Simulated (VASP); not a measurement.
MnSe, 2 atoms in the cell. It takes space group I-4m2 (No. 119, tetragonal). The conventional cell has a = 3.786 Å, b = 3.786 Å, c = 6.053 Å, α = 90.00°, β = 90.00°, γ = 90.00°. Within 3.2 Å of Mn (site symmetry -4m2) lie 4 Se at 2.42 Å. Se (site symmetry -4m2) has 4 Mn at 2.42 Å within 3.2 Å.  This cell differs from its parent crystal: strain -0.080 along x and y, +0.040 along z.

```yaml
Program: VASP 6.6.1
Task: single point
Functional: r2SCAN
Potentials_or_basis: VASP PAW PBE potentials, release 64 (Mn_pv, Se)
Cutoff: 520 eV
k_mesh: 10 × 10 × 10
Occupations: gaussian, width 0.05 eV
Spin: collinear spin, ferromagnetic start
Starting_moments: "[4.8, 0.0] μB"
Dipole_correction: no
Further_INCAR_settings: ALGO = Normal; EDIFF = 1e-06; NBANDS = 20
```

Potentials or basis: VASP PAW PBE potentials, release 64 (Mn_pv, Se).

Run with:

```console
$ cat potpaw_PBE.64/Mn_pv/POTCAR potpaw_PBE.64/Se/POTCAR > POTCAR
$ cp INCAR.step1 INCAR
$ mpirun -np 1 vasp_std > vasp.out
$ cp INCAR.step2 INCAR
$ mpirun -np 1 vasp_std > vasp.out
```

Hardware: 1 thread of Oxide Virtual Turin-like Processor, on a shared host.

Problem. How long does it take, and how much memory?

Solution. It took 10 min on 1 thread of Oxide Virtual Turin-like Processor (shared host), peak memory 0.25 GiB. Counts: k points 102.
